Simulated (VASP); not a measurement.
# BaBe4Ag (F-43m) in VASP: single point with PBE

Aim: the single point of BaBe4Ag with PBE.

Program: VASP 6.6.1. These are calculated values, not measurements. Logs are shortened: lines on timing, memory, paths and dates and some standing lists are left out, and cuts for length are marked.

## (1) The cell of the first run

The structure is cubic, space group F-43m (No. 216). Conventional cell: a = 6.915 Å, b = 6.915 Å, c = 6.915 Å, α = 90.00°, β = 90.00°, γ = 90.00°. Ba (site symmetry -43m) has 12 Be at 2.87 Å and 4 Ag at 2.99 Å within 3.8 Å. Be (site symmetry 3m) has 6 Be at 2.44 Å and 3 Ba at 2.87 Å and 3 Ag at 2.87 Å within 3.2 Å. Ag (site symmetry -43m) has 12 Be at 2.87 Å and 4 Ba at 2.99 Å within 3.8 Å.

## (2) Single point, PBE

Contents of INCAR:

```
PREC = Accurate
ENCUT = 630
EDIFF = 1E-6
ISMEAR = 0
SIGMA = 0.1
LREAL = False
LASPH = True
NELM = 120
ALGO = Normal
ISIF = 2
LWAVE = False
LCHARG = False
GGA = PE
NBANDS = 28
GGA_COMPAT = False
```

Contents of KPOINTS:

```
regular mesh
0
Gamma
  4 4 4
```

Contents of POSCAR:

```
BaBe4Ag
1.0
    0.0000000000      3.4576166464      3.4576166464
    3.4576166464      0.0000000000      3.4576166464
    3.4576166464      3.4576166464      0.0000000000
Ba Be Ag
1 4 1
Direct
    0.0000000000      0.0000000000      0.0000000000
    0.3750000000      0.8750000000      0.3750000000
    0.3750000000      0.3750000000      0.8750000000
    0.3750000000      0.3750000000      0.3750000000
    0.8750000000      0.3750000000      0.3750000000
    0.7500000000      0.7500000000      0.7500000000
```

Potentials or basis: VASP PAW PBE potentials, release 64 (Ba_sv, Be, Ag_sv_GW).

Run with:

```bash
$ cat potpaw_PBE.64/Ba_sv/POTCAR potpaw_PBE.64/Be/POTCAR potpaw_PBE.64/Ag_sv_GW/POTCAR > POTCAR
$ mpirun -np 1 vasp_std > vasp.out
```

OUTCAR:

```text
PREC = Accurate
   ENCUT = 630
   EDIFF = 1E-6
   ISMEAR = 0
   LREAL = False
   LASPH = True
   NELM = 120
   ISIF = 2
   GGA = PE

 ion  position               nearest neighbor table
   1  0.000  0.000  0.000-   2 2.87   5 2.87   3 2.87   5 2.87   2 2.87   3 2.87   5 2.87   4 2.87
                             2 2.87   4 2.87   3 2.87   4 2.87   6 2.99   6 2.99   6 2.99   6 2.99
   2  0.375  0.875  0.375-   1 2.87   1 2.87   1 2.87
   3  0.375  0.375  0.875-   1 2.87   1 2.87   1 2.87
   4  0.375  0.375  0.375-   1 2.87   1 2.87   1 2.87
   5  0.875  0.375  0.375-   1 2.87   1 2.87   1 2.87
   6  0.750  0.750  0.750-   1 2.99   1 2.99   1 2.99   1 2.99

  LATTYP: Found a face centered cubic cell.
 ALAT       =     6.9152332928

  Lattice vectors:

 A1 = (   0.0000000000,   3.4576166464,   3.4576166464)
 A2 = (   3.4576166464,   0.0000000000,   3.4576166464)
 A3 = (   3.4576166464,   3.4576166464,   0.0000000000)

Analysis of symmetry for initial positions (statically):
=====================================================================
 Subroutine PRICEL returns:
 Original cell was already a primitive cell.

 Routine SETGRP: Setting up the symmetry group for a
 face centered cubic supercell.

 Subroutine GETGRP returns: Found 24 space group operations
 (whereof 24 operations were pure point group operations)
 out of a pool of 48 trial point group operations.

The static configuration has the point symmetry T_d .

Analysis of symmetry for dynamics (positions and initial velocities):
=====================================================================
 Subroutine PRICEL returns:
 Original cell was already a primitive cell.

 Routine SETGRP: Setting up the symmetry group for a
 face centered cubic supercell.

 Subroutine GETGRP returns: Found 24 space group operations
 (whereof 24 operations were pure point group operations)
 out of a pool of 48 trial point group operations.

The dynamic configuration has the point symmetry T_d .

 Subroutine INISYM returns: Found 24 space group operations
 (whereof 24 operations are pure point group operations),
 and found     1 'primitive' translations

----------------------------------------------------------------------------------------

[... 82 lines left out ...]
   NELM   =    120;   NELMIN=  2; NELMDL= -5     # of ELM steps
   EDIFF  = 0.1E-05   stopping-criterion for ELM
   LREAL  =      F    real-space projection
   EDIFFG = 0.1E-04   stopping-criterion for IOM
   NSW    =      0    number of steps for IOM
   IBRION =     -1    ionic relax: 0-MD 1-quasi-New 2-CG
   NFREE  =      0    steps in history (QN), initial steepest desc. (CG)
   ISIF   =      2    stress and relaxation
   ISYM   =      2    0-nonsym 1-usesym 2-fastsym
   POTIM  = 0.5000    time-step for ionic-motion
   TEBEG  =    0.0;   TEEND  =   0.0 temperature during run
   PSTRESS=    0.0 pullay stress
   NELECT =      37.0000    total number of electrons
   NUPDOWN=      -1.0000    fix difference up-down
   EMIN   =  10.00;   EMAX   =-10.00  energy-range for DOS
   EFERMI =   0.00;   METHOD = LEGACY
   ISMEAR =     0;   SIGMA  =   0.10  broadening in eV -4-tet -1-fermi 0-gaus
   EFERMI_NEDOS =   21; number of points for ismear=-14 and -15
   IALGO  =     38    algorithm
   IMIX   =      4    mixing-type and parameters
     AMIX     =   0.40;   BMIX     =  1.00
     AMIX_MAG =   1.60;   BMIX_MAG =  1.00
  volume/ion in A,a.u.               =      13.78        92.98
  Fermi-wavevector in a.u.,A,eV,Ry     =   1.252243  2.366396 21.335462  1.568112
  Thomas-Fermi vector in A             =   2.386152
   LORBIT       =      0    0 simple, 1 ext, 2 COOP (PROOUT), +10 PAW based schemes
   GGA     = PE    functional components
   LHFCALC =     F    Hartree Fock is set to
   AEXX    =    0.0000 exact exchange contribution
   IVDW    =     0    specifies the selected vdW correction
   LEPSILON=     F    determine dielectric tensor
   LRPA    =     F    only Hartree local field effects (RPA)
 non-spin polarized calculation
 Gauss-broadening in eV      SIGMA  =   0.10
  energy-cutoff  :      630.00
  volume of cell :       82.67
 maximum number of plane-waves:      2996
   NGX = 21   NGY = 21   NGZ = 21

 number of electron      36.9999995 magnetization

 Free energy of the ion-electron system (eV)
  ---------------------------------------------------
  ext. energy  EPLUGINS =         0.00000000
  ---------------------------------------------------
  free energy    TOTEN  =       -13.43227177 eV

  energy without entropy =      -13.42144687  energy(sigma->0) =      -13.42685932

 E-fermi :   5.9637     XC(G=0): -10.7695

 val. band max:        5.8559277325   @ k =  -0.2500   0.2500   0.0000
 cond. band min:       5.9956024597   @ k =   0.2500   0.2500   0.0000
 fundamental gap:      0.1396747272
 Fermi energy:         5.9637336485

 k-point     1 :       0.0000    0.0000    0.0000
  band No.  band energies     occupation
      1     -86.9505      2.00000
      2     -50.4059      2.00000
      3     -50.4059      2.00000
      4     -50.4059      2.00000
      5     -21.0841      2.00000
      6      -6.8473      2.00000
[... 237 lines left out ...]
     27      12.7406      0.00000
     28      12.8290      0.00000

------------------------ aborting loop because EDIFF is reached ----------------------------------------

  FORCE on cell =-STRESS in cart. coord.  units (eV):
  Direction    XX          YY          ZZ          XY          YZ          ZX
  --------------------------------------------------------------------------------------
  -------------------------------------------------------------------------------------
  Total        6.7198108      6.7198108      6.7198108     -0.0000000      0.0000000     -0.0000000
  in kB      130.2288217    130.2288217    130.2288217     -0.0000000      0.0000000     -0.0000000
  external PRESSURE =     130.2288217 kB  Pullay stress =       0.0000000 kB

 VOLUME and BASIS-vectors are now :
 -----------------------------------------------------------------------------
  energy-cutoff  :      630.00
  volume of cell :       82.67
      direct lattice vectors                 reciprocal lattice vectors
     0.000000000  3.457616646  3.457616646    -0.144608281  0.144608281  0.144608281
     3.457616646  0.000000000  3.457616646     0.144608281 -0.144608281  0.144608281
     3.457616646  3.457616646  0.000000000     0.144608281  0.144608281 -0.144608281

 POSITION                                       TOTAL-FORCE (eV/Angst)
 -----------------------------------------------------------------------------------
      0.00000      0.00000      0.00000         0.000000      0.000000      0.000000
      4.32202      2.59321      4.32202        -0.303004      0.303004     -0.303004
      4.32202      4.32202      2.59321        -0.303004     -0.303004      0.303004
      2.59321      2.59321      2.59321         0.303004      0.303004      0.303004
      2.59321      4.32202      4.32202         0.303004     -0.303004     -0.303004
      5.18642      5.18642      5.18642         0.000000      0.000000      0.000000
 -----------------------------------------------------------------------------------
    total drift:                               -0.000000     -0.000000      0.000000

  FREE ENERGIE OF THE ION-ELECTRON SYSTEM (eV)
  ---------------------------------------------------
  free  energy   TOTEN  =       -13.4322717714 eV

  energy  without entropy=      -13.4214468731  energy(sigma->0) =      -13.42685932
```

stdout:

```text
POSCAR found type information on POSCAR BaBeAg
 POSCAR found :  3 types and       6 ions
 scaLAPACK will be used
 LDA part: xc-table for (Slater+PW92), standard interpolation
 POSCAR, INCAR and KPOINTS ok, starting setup
 FFT: planning ... GRIDC
 FFT: planning ... GRID_SOFT
 FFT: planning ... GRID
 WAVECAR not read
 entering main loop
```

Wall time 26 s (1 thread of Intel Xeon Platinum 8375C at 2.90GHz (Ice Lake), shared host); peak memory 0.26 GiB.

What came out:

```yaml
Free_energy: -13.4323 eV
Pressure: 13.0 GPa
Band_gap_on_the_k_mesh: zero (an odd number of electrons rules out a gap without spin polarisation)
```

Caveat: the k points lie up to 0.39 Å⁻¹ apart, too coarse for converged energies and pressures of a metal; spin-orbit coupling is left out, which moves the levels of the heavy elements.

The gap in the log of VASP goes by the Fermi energy; the results here count the filled bands.